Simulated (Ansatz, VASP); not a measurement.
## One calculation of ZnHgO2, two programs

INCAR

```
  PREC = Accurate
  ENCUT = 600
  EDIFF = 1E-6
  ISMEAR = -1
  SIGMA = 0.02
  LREAL = F
  LASPH = T
  NELM = 120
  ALGO = Normal
  ISIF = 2
  LWAVE = F
  LCHARG = F
  GGA = PE
  NBANDS = 30
  GGA_COMPAT = F
```

Contents of KPOINTS:

```
Automatic mesh
0
Gamma
  6 6 4
```

POSCAR

```
ZnHgO2
1.0
    3.3597506127      0.0000000000      0.0000000000
    0.0000000000      3.3597506127      0.0000000000
    0.0000000000      0.0000000000      5.1624116969
Zn O Hg
1 2 1
Direct
    0.0000000000      0.0000000000      0.0000000000
    0.0000000000      0.5000000000      0.2034985326
    0.5000000000      0.0000000000      0.7965014674
    0.5000000000      0.5000000000      0.5000000000
```

Input for Ansatz:

```yaml
crystal:
  lattice:
    - [3.3597506127, 0.0, 0.0]
    - [0.0, 3.3597506127, 0.0]
    - [0.0, 0.0, 5.1624116969]
  atoms:
    - { symbol: Zn, position: [0.0, 0.0, 0.0] }
    - { symbol: O, position: [0.0, 0.5, 0.2034985326] }
    - { symbol: Hg, position: [0.5, 0.5, 0.5] }
    - { symbol: O, position: [0.5, 0.0, 0.7965014674] }
kpoints:
  mp_grid: { grid: [6, 6, 4] }
hamiltonian:
  xc: pbe
scf:
  occupations: { method: fermi_dirac, width: 0.02 }
  n_extra_bands: 5
output:
  forces: true
  stress: true
  eigenvalues: true
```

Alike in both runs: task single point; functional PBE; k mesh 6 × 6 × 4; occupations fermi-dirac, width 0.02 eV; no spin polarisation.

|  | VASP | Ansatz |
| --- | --- | --- |
| version | VASP 6.6.1 | Ansatz 0.2.0 |
| potentials or method | VASP PAW PBE potentials, release 64 (Zn, O, Hg_sv_GW) | plane waves, PAW |
| plane-wave cutoff (eV) | 600 | 420 |
| valence electrons in the cell | 44 | 44 |

```csv
,VASP,Ansatz,Ansatz less VASP
pressure (GPa),3.7,3.4,-0.33
rms of the force components (eV/Å),0.013,0.007,-0.0064
```

Neither program's run includes spin-orbit coupling.
